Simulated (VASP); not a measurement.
# AlN (AlN (P6_3mc)) in VASP: settings compared

AlN (AlN (P6_3mc)) is run at these levels: LDA, PBE; tasks: single point.

Program: VASP 6.6.1. These are calculated values, not measurements. Logs are shortened: lines on timing, memory, paths and dates and some standing lists are left out, and cuts for length are marked.

## Step 1: The cell of the first run

The typed cell holds 16 atoms: a = 6.260 Å, b = 6.260 Å, c = 5.018 Å, α = 90.00°, β = 90.00°, γ = 120.00°.

## Step 2: Single point, LDA

Contents of INCAR:

```
  ALGO = Normal
  EDIFF = 1E-6
  ENCUT = 600
  GGA_COMPAT = False
  ISIF = 2
  ISMEAR = -1
  LASPH = True
  LCHARG = False
  LREAL = False
  LWAVE = False
  NBANDS = 46
  NELM = 120
  PREC = Accurate
  SIGMA = 0.01
```

Contents of KPOINTS:

```
Automatic mesh
0
Gamma
  1 1 2
  0.25 0.25 0.25
```

Contents of POSCAR:

```
AlN
1.0
    6.2604124010      0.0000000606      0.0000000000
   -3.1302062500      5.4216761488      0.0000000000
    0.0000000000      0.0000000000      5.0180581700
Al N
8 8
Direct
    0.3335503490      0.1664676804      0.5000246546
    0.3335503490      0.6664676804      0.5000246546
    0.8335503490      0.1664676804      0.5000246546
    0.8335503490      0.6664676804      0.5000246546
    0.1664676804      0.3335503490      0.0000246546
    0.1664676804      0.8335503490      0.0000246546
    0.6664676804      0.3335503490      0.0000246546
    0.6664676804      0.8335503490      0.0000246546
    0.3319623629      0.1680196077      0.8799753454
    0.1680196077      0.3319623629      0.3799753454
    0.3319623629      0.6680196077      0.8799753454
    0.1680196077      0.8319623629      0.3799753454
    0.8319623629      0.1680196077      0.8799753454
    0.6680196077      0.3319623629      0.3799753454
    0.8319623629      0.6680196077      0.8799753454
    0.6680196077      0.8319623629      0.3799753454
```

Potentials or basis: VASP PAW LDA potentials, release 64 (Al, N).

On the command line:

```console
$ cat potpaw_LDA.64/Al/POTCAR potpaw_LDA.64/N/POTCAR > POTCAR
$ mpirun -np 1 vasp_std > vasp.out
```

OUTCAR:

```text
EDIFF = 1E-6
   ENCUT = 600
   ISIF = 2
   ISMEAR = -1
   LASPH = True
   LREAL = False
   NELM = 120
   PREC = Accurate

 ion  position               nearest neighbor table
   1  0.334  0.166  0.500-  10 1.89   9 1.91  14 1.91  12 1.91   6 3.09   6 3.09   7 3.09   7 3.09
                             5 3.09   5 3.09   2 3.13   2 3.13   3 3.13   3 3.13   4 3.13   4 3.13
   2  0.334  0.666  0.500-  12 1.89  11 1.91  16 1.91  10 1.91   5 3.09   5 3.09   8 3.09   8 3.09
                             6 3.09   6 3.09   1 3.13   1 3.13   4 3.13   4 3.13   3 3.13   3 3.13
   3  0.834  0.166  0.500-  14 1.89  13 1.91  10 1.91  16 1.91   8 3.09   8 3.09   5 3.09   5 3.09
                             7 3.09   7 3.09   4 3.13   4 3.13   1 3.13   1 3.13   2 3.13   2 3.13
   4  0.834  0.666  0.500-  16 1.89  15 1.91  12 1.91  14 1.91   7 3.09   7 3.09   6 3.09   6 3.09
                             8 3.09   8 3.09   3 3.13   3 3.13   2 3.13   2 3.13   1 3.13   1 3.13
   5  0.166  0.334  0.000-   9 1.89  10 1.91  11 1.91  13 1.91   2 3.09   2 3.09   3 3.09   3 3.09
                             1 3.09   1 3.09   6 3.13   6 3.13   7 3.13   7 3.13   8 3.13   8 3.13
   6  0.166  0.834  0.000-  11 1.89  12 1.91   9 1.91  15 1.91   1 3.09   1 3.09   4 3.09   4 3.09
                             2 3.09   2 3.09   5 3.13   5 3.13   8 3.13   8 3.13   7 3.13   7 3.13
   7  0.666  0.334  0.000-  13 1.89  14 1.91  15 1.91   9 1.91   4 3.09   4 3.09   1 3.09   1 3.09
                             3 3.09   3 3.09   8 3.13   8 3.13   5 3.13   5 3.13   6 3.13   6 3.13
   8  0.666  0.834  0.000-  15 1.89  16 1.91  13 1.91  11 1.91   3 3.09   3 3.09   2 3.09   2 3.09
                             4 3.09   4 3.09   7 3.13   7 3.13   6 3.13   6 3.13   5 3.13   5 3.13
   9  0.332  0.168  0.880-   5 1.89   1 1.91   6 1.91   7 1.91
  10  0.168  0.332  0.380-   1 1.89   5 1.91   3 1.91   2 1.91
  11  0.332  0.668  0.880-   6 1.89   2 1.91   5 1.91   8 1.91
  12  0.168  0.832  0.380-   2 1.89   6 1.91   4 1.91   1 1.91
  13  0.832  0.168  0.880-   7 1.89   3 1.91   8 1.91   5 1.91
  14  0.668  0.332  0.380-   3 1.89   7 1.91   1 1.91   4 1.91
  15  0.832  0.668  0.880-   8 1.89   4 1.91   7 1.91   6 1.91
  16  0.668  0.832  0.380-   4 1.89   8 1.91   2 1.91   3 1.91

  LATTYP: Found a hexagonal cell.
 ALAT       =     6.2604124010
 C/A-ratio  =     0.8015539310

  Lattice vectors:

 A1 = (   6.2604124010,   0.0000000606,   0.0000000000)
 A2 = (  -3.1302062500,   5.4216761488,   0.0000000000)
 A3 = (   0.0000000000,   0.0000000000,   5.0180581700)

Analysis of symmetry for initial positions (statically):
=====================================================================
 Subroutine PRICEL returns following result:

  LATTYP: Found a hexagonal cell.
 ALAT       =     3.1302062005
 C/A-ratio  =     1.6031078621

  Lattice vectors:

 A1 = (   3.1302062005,   0.0000000303,   0.0000000000)
 A2 = (  -1.5651031250,   2.7108380744,   0.0000000000)
 A3 = (   0.0000000000,   0.0000000000,   5.0180581700)

   4 primitive cells build up your supercell.

 Routine SETGRP: Setting up the symmetry group for a
 hexagonal supercell.

 Subroutine GETGRP returns: Found  2 space group operations
 (whereof  1 operations were pure point group operations)
 out of a pool of 24 trial point group operations.

The static configuration has the point symmetry C_1 .
 The point group associated with its full space group is C_1h.

Analysis of symmetry for dynamics (positions and initial velocities):
=====================================================================
 Subroutine PRICEL returns following result:

  LATTYP: Found a hexagonal cell.
 ALAT       =     3.1302062005
 C/A-ratio  =     1.6031078621

  Lattice vectors:

 A1 = (   3.1302062005,   0.0000000303,   0.0000000000)
 A2 = (  -1.5651031250,   2.7108380744,   0.0000000000)
 A3 = (   0.0000000000,   0.0000000000,   5.0180581700)

   4 primitive cells build up your supercell.

 Routine SETGRP: Setting up the symmetry group for a
 hexagonal supercell.

 Subroutine GETGRP returns: Found  2 space group operations
 (whereof  1 operations were pure point group operations)
 out of a pool of 24 trial point group operations.

The dynamic configuration has the point symmetry C_1 .
 The point group associated with its full space group is C_1h.

 Subroutine INISYM returns: Found  2 space group operations
 (whereof  1 operations are pure point group operations),
 and found     4 'primitive' translations

----------------------------------------------------------------------------------------

                                     Primitive cell

  volume of cell :      42.5806

  direct lattice vectors                    reciprocal lattice vectors
     3.130206200  0.000000030  0.000000000     0.319467770  0.184444807  0.000000000
    -1.565103125  2.710838074  0.000000000    -0.000000004  0.368889608  0.000000000
     0.000000000  0.000000000  5.018058170     0.000000000  0.000000000  0.199280273

  length of vectors
     3.130206200  3.130206200  5.018058170     0.368889608  0.368889608  0.199280273

  position of ions in fractional coordinates (direct lattice)
     0.667100698  0.332935361  0.500024655
     0.332935361  0.667100698  0.000024655
     0.663924726  0.336039215  0.879975345
     0.336039215  0.663924726  0.379975345

  ion indices of the primitive-cell ions
   primitive index   ion index
                 1           1
                 2           5
                 3           9
                 4          10

----------------------------------------------------------------------------------------

 KPOINTS: Automatic mesh

Automatic generation of k-mesh.
 Grid dimensions read from file:
 generate k-points for:    1    1    2

 Generating k-lattice:

  Cartesian coordinates                     Fractional coordinates (reciprocal lattice)
     0.159733885  0.092222403  0.000000000     1.000000000  0.000000000  0.000000000
    -0.000000002  0.184444804  0.000000000     0.000000000  1.000000000  0.000000000
     0.000000000  0.000000000  0.099640136     0.000000000  0.000000000  0.500000000

  Length of vectors
     0.184444804  0.184444804  0.099640136

  Shift w.r.t. Gamma in fractional coordinates (k-lattice)
     0.250000000  0.250000000  0.250000000

 Subroutine IBZKPT returns following result:
 ===========================================

 Found      8 irreducible k-points:

 Following reciprocal coordinates:
            Coordinates               Weight
  0.250000  0.250000  0.125000      2.000000
 -0.250000  0.500000  0.125000      4.000000
  0.500000  0.250000  0.125000      4.000000
 -0.250000 -0.250000  0.125000      2.000000
  0.250000  0.250000 -0.375000      2.000000
 -0.250000  0.500000 -0.375000      4.000000
  0.500000  0.250000 -0.375000      4.000000
 -0.250000 -0.250000 -0.375000      2.000000
   k-points           NKPTS =      8   k-points in BZ     NKDIM =      8   number of bands    NBANDS=     46
   number of dos      NEDOS =    301   number of ions     NIONS =     16
   total plane-waves  NPLWV = 100000
   dimension x,y,z NGX =    50 NGY =   50 NGZ =   40
   dimension x,y,z NGXF=   100 NGYF=  100 NGZF=   80
   ions per type =               8   8
   NGX,Y,Z   is equivalent  to a cutoff of  13.28, 13.28, 13.25 a.u.
   NGXF,Y,Z  is equivalent  to a cutoff of  26.56, 26.56, 26.50 a.u.
 SYSTEM =  unknown system
   PREC   = accura    normal or accurate (medium, high low for compatibility)
   ISTART =      0    job   : 0-new  1-cont  2-samecut
   ICHARG =      2    charge: 1-file 2-atom 10-const
   ISPIN  =      1    spin polarized calculation?
   LNONCOLLINEAR =      F non collinear calculations
   LSORBIT =      F    spin-orbit coupling
   LASPH  =      T    aspherical Exc in radial PAW
   ENCUT  =  600.0 eV  44.10 Ry    6.64 a.u.  12.50 12.50 10.02*2*pi/ulx,y,z
   NELM   =    120;   NELMIN=  2; NELMDL= -5     # of ELM steps
   EDIFF  = 0.1E-05   stopping-criterion for ELM
   LREAL  =      F    real-space projection
[... 7 lines left out ...]
   TEBEG  =    0.0;   TEEND  =   0.0 temperature during run
   PSTRESS=    0.0 pullay stress
   NELECT =      64.0000    total number of electrons
   NUPDOWN=      -1.0000    fix difference up-down
   EMIN   =  10.00;   EMAX   =-10.00  energy-range for DOS
   EFERMI =   0.00;   METHOD = LEGACY
   ISMEAR =    -1;   SIGMA  =   0.01  broadening in eV -4-tet -1-fermi 0-gaus
   EFERMI_NEDOS =   21; number of points for ismear=-14 and -15
   IALGO  =     38    algorithm
   IMIX   =      4    mixing-type and parameters
     AMIX     =   0.40;   BMIX     =  1.00
     AMIX_MAG =   1.60;   BMIX_MAG =  1.00
  volume/ion in A,a.u.               =      10.65        71.84
  Fermi-wavevector in a.u.,A,eV,Ry     =   1.181347  2.232422 18.988023  1.395580
  Thomas-Fermi vector in A             =   2.317622
   LORBIT       =      0    0 simple, 1 ext, 2 COOP (PROOUT), +10 PAW based schemes
   GGA     = CA    functional components
   LHFCALC =     F    Hartree Fock is set to
   AEXX    =    0.0000 exact exchange contribution
   IVDW    =     0    specifies the selected vdW correction
   LEPSILON=     F    determine dielectric tensor
   LRPA    =     F    only Hartree local field effects (RPA)
 non-spin polarized calculation
  energy-cutoff  :      600.00
  volume of cell :      170.32
 maximum number of plane-waves:      5682
   NGX = 25   NGY = 25   NGZ = 21

 number of electron      64.0000000 magnetization

 Free energy of the ion-electron system (eV)
  ---------------------------------------------------
  ext. energy  EPLUGINS =         0.00000000
  ---------------------------------------------------
  free energy    TOTEN  =      -132.76947637 eV

  energy without entropy =     -132.76947637  energy(sigma->0) =     -132.76947637

 E-fermi :   5.5551     XC(G=0): -11.1712

 val. band max:        5.2923973267   @ k =  -0.2500  -0.2500   0.1250
 cond. band min:      10.8842666621   @ k =  -0.2500   0.5000   0.1250
 fundamental gap:      5.5918693353
 Fermi energy:         5.5550733108

 k-point     1 :       0.2500    0.2500    0.1250
  band No.  band energies     occupation
      1      -8.6319      2.00000
      2      -7.9808      2.00000
      3      -7.9808      2.00000
      4      -6.9145      2.00000
      5      -6.9110      2.00000
      6      -6.6529      2.00000
[... 365 lines left out ...]
     43      14.3740      0.00000
     44      14.4493      0.00000
 [bands above 44 left out]

------------------------ aborting loop because EDIFF is reached ----------------------------------------

  FORCE on cell =-STRESS in cart. coord.  units (eV):
  Direction    XX          YY          ZZ          XY          YZ          ZX
  --------------------------------------------------------------------------------------
  -------------------------------------------------------------------------------------
  Total       -9.8208296    -10.7999193     -5.3151777     -0.8479165     -0.0034321     -0.0019815
  in kB      -92.3818275   -101.5918533    -49.9984059     -7.9761160     -0.0322851     -0.0186398
  external PRESSURE =     -81.3240289 kB  Pullay stress =       0.0000000 kB

 VOLUME and BASIS-vectors are now :
 -----------------------------------------------------------------------------
  energy-cutoff  :      600.00
  volume of cell :      170.32
      direct lattice vectors                 reciprocal lattice vectors
     6.260412401  0.000000061  0.000000000     0.159733885  0.092222403  0.000000000
    -3.130206250  5.421676149  0.000000000    -0.000000002  0.184444804  0.000000000
     0.000000000  0.000000000  5.018058170     0.000000000  0.000000000  0.199280273

 POSITION                                       TOTAL-FORCE (eV/Angst)
 -----------------------------------------------------------------------------------
      1.56708      0.90253      2.50915         0.111342     -0.066004      0.018958
      0.00198      3.61337      2.50915         0.111342     -0.066004      0.018958
      4.69729      0.90253      2.50915         0.111342     -0.066004      0.018958
      3.13219      3.61337      2.50915         0.111342     -0.066004      0.018958
     -0.00193      1.80840      0.00012        -0.112831      0.063423      0.018958
     -1.56703      4.51924      0.00012        -0.112831      0.063423      0.018958
[... 8 lines left out ...]
      3.11739      3.62179      4.41577         0.176238     -0.100031     -0.018958
      1.57786      4.51063      1.90674        -0.174748      0.102611     -0.018958
 -----------------------------------------------------------------------------------
    total drift:                                0.000004      0.000007      0.003099

  FREE ENERGIE OF THE ION-ELECTRON SYSTEM (eV)
  ---------------------------------------------------
  free  energy   TOTEN  =      -132.7694763726 eV

  energy  without entropy=     -132.7694763726  energy(sigma->0) =     -132.76947637
```

Run time: 73 s. Hardware: 1 thread of AMD EPYC 7R43 (Zen 3), shared host; peak memory 0.23 GiB.

Results:

- Free energy: -132.7695 eV
- Pressure: -8.1 GPa
- Largest force: 0.204 eV/Å
- Band gap on the k mesh: 5.59 eV

Forces on the atoms (eV/Å):
```
Al   0.111 -0.066  0.019
Al   0.111 -0.066  0.019
Al   0.111 -0.066  0.019
Al   0.111 -0.066  0.019
Al  -0.113  0.063  0.019
Al  -0.113  0.063  0.019
Al  -0.113  0.063  0.019
Al  -0.113  0.063  0.019
N    0.176 -0.100 -0.019
N   -0.175  0.103 -0.019
N    0.176 -0.100 -0.019
N   -0.175  0.103 -0.019
N    0.176 -0.100 -0.019
N   -0.175  0.103 -0.019
N    0.176 -0.100 -0.019
N   -0.175  0.103 -0.019
```

Stress tensor (GPa, compression positive):
```
 -9.24  -0.80   0.00
 -0.80 -10.16   0.00
  0.00   0.00  -5.00
```

Caveat: the k points lie up to 1.16 Å⁻¹ apart. A k mesh can miss the band edges.

## Step 3: Single point, PBE

Contents of INCAR:

```
PREC = Accurate
ENCUT = 600
EDIFF = 1E-6
ISMEAR = -1
SIGMA = 0.01
LREAL = False
LASPH = True
NELM = 120
ALGO = Normal
ISIF = 2
LWAVE = False
LCHARG = False
GGA = PE
NBANDS = 46
GGA_COMPAT = False
```

Contents of KPOINTS:

```
Automatic mesh
0
Gamma
  1 1 2
```

POSCAR is that of step 2.

Potentials or basis: VASP PAW PBE potentials, release 64 (Al, N).

On the command line:

```console
$ cat potpaw_PBE.64/Al/POTCAR potpaw_PBE.64/N/POTCAR > POTCAR
$ mpirun -np 1 vasp_std > vasp.out
```

Run time: 32 s. Hardware: 1 thread of AMD EPYC 7R43 (Zen 3), shared host; peak memory 0.24 GiB.

It converged, with:

* Free energy: -114.1678 eV
* Pressure: 0.6 GPa
* Largest force: 0.479 eV/Å
* Band gap on the k mesh: 4.00 eV

Forces in eV/Å, atoms in the order of the input:
```
Al   0.112 -0.066 -0.428
Al   0.112 -0.066 -0.428
Al   0.112 -0.066 -0.428
Al   0.112 -0.066 -0.428
Al  -0.113  0.064 -0.428
Al  -0.113  0.064 -0.428
Al  -0.113  0.064 -0.428
Al  -0.113  0.064 -0.428
N    0.186 -0.106  0.428
N   -0.185  0.108  0.428
N    0.186 -0.106  0.428
N   -0.185  0.108  0.428
N    0.186 -0.106  0.428
N   -0.185  0.108  0.428
N    0.186 -0.106  0.428
N   -0.185  0.108  0.428
```

Stress tensor (GPa, compression positive):
```
 4.80 -0.69  0.00
-0.69  4.01  0.00
 0.00  0.00 -6.99
```

Levels at points of the mesh, in eV from the valence-band top:
```tsv
k point	band 28	band 29	band 30	band 31	band 32	band 33	band 34	band 35	band 36	band 37
(0.00, 0.00, 0.00)	-0.66	-0.62	-0.16	-0.15	0.00	4.00	5.58	5.58	5.59	5.64
(0.00, 0.00, 0.50)	-1.33	-0.51	-0.51	-0.47	-0.47	5.08	5.08	5.14	5.14	5.14
```

Caveat: the k points lie up to 1.16 Å⁻¹ apart.
